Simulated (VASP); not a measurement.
Input of a VASP 6.6.1 run:

The input POSCAR:

```
BaTiO3
1.0
    3.9455260385     -2.8175813442     -2.8248603080
    0.0000000000      2.8121585168     -2.8194498877
    3.9455260385      2.8175813442      2.8248603080
Ba Ti O
2 2 6
Direct
    0.9995428616      0.9996807702      0.0004571384
    0.4995428616      0.9996807702      0.5004571384
    0.9931989718      0.4879566958      0.5068010282
    0.4931989718      0.4879566958      0.0068010282
    0.7559058871      0.5113372159      0.2440941129
    0.2559058871      0.5113372159      0.7440941129
    0.5051498776      0.0172555591      0.9948501224
    0.0051498776      0.0172555591      0.4948501224
    0.7592024019      0.5097697590      0.7407975981
    0.2592024019      0.5097697590      0.2407975981
```

INCAR.step1

```
PREC     = Accurate       # precision mode
ENCUT    = 520            # plane-wave cutoff, eV
ISMEAR   = -1             # smearing method
SIGMA    = 0.1            # smearing width, eV
LREAL    = False          # projectors in reciprocal space
LASPH    = True           # aspherical terms in the spheres
NELM     = 60             # most SCF steps
NBANDS   = 51             # bands
GGA      = PE             # functional
ALGO     = Normal         # electronic algorithm
EDIFF    = 1E-4           # SCF threshold, eV
LWAVE    = True           # write WAVECAR
LCHARG   = False          # write CHGCAR
```

INCAR.step2

```
PREC     = Accurate       # precision mode
ENCUT    = 520            # plane-wave cutoff, eV
EDIFF    = 1E-6           # SCF threshold, eV
ISMEAR   = -1             # smearing method
SIGMA    = 0.1            # smearing width, eV
LREAL    = False          # projectors in reciprocal space
LASPH    = True           # aspherical terms in the spheres
NELM     = 60             # most SCF steps
ALGO     = Normal         # electronic algorithm
ISIF     = 2              # what is computed and relaxed
LWAVE    = False          # write WAVECAR
LCHARG   = False          # write CHGCAR
METAGGA  = R2SCAN         # meta-GGA
LMIXTAU  = True         
NBANDS   = 51             # bands
ISTART   = 1
```

File KPOINTS:

```
Automatic mesh
0
Gamma
  3 5 3
```

Potentials or basis: VASP PAW PBE potentials, release 64 (Ba_sv, Ti_sv, O).

The run is started by

```sh
$ cat potpaw_PBE.64/Ba_sv/POTCAR potpaw_PBE.64/Ti_sv/POTCAR potpaw_PBE.64/O/POTCAR > POTCAR
$ cp INCAR.step1 INCAR
$ mpirun -np 1 vasp_std > vasp.out
$ cp INCAR.step2 INCAR
$ mpirun -np 1 vasp_std > vasp.out
```

**Question.** What does it give for the largest force?

**Answer.** 0.137 eV/Å.

**Question.** What does it give for the pressure?

**Answer.** 7.2 GPa.

**Question.** Estimate the band gap on the k mesh.

**Answer.** 2.50 eV.

Forces in eV/Å, atoms in the order of the input:
```
Ba   0.000 -0.001 -0.025
Ba   0.000 -0.001 -0.025
Ti   0.000 -0.002 -0.137
Ti   0.000 -0.002 -0.137
O    0.000 -0.001  0.013
O    0.000 -0.001  0.013
O    0.000 -0.062  0.072
O    0.000 -0.062  0.072
O    0.000  0.066  0.077
O    0.000  0.066  0.077
```

Caveat: the cell stands under pressure; the PAW data sets were made with another functional, which shifts forces and pressure a little; spin-orbit coupling is left out, which moves the levels of the heavy elements; an odd mesh through Γ misses points on the zone boundary, where band edges can lie.
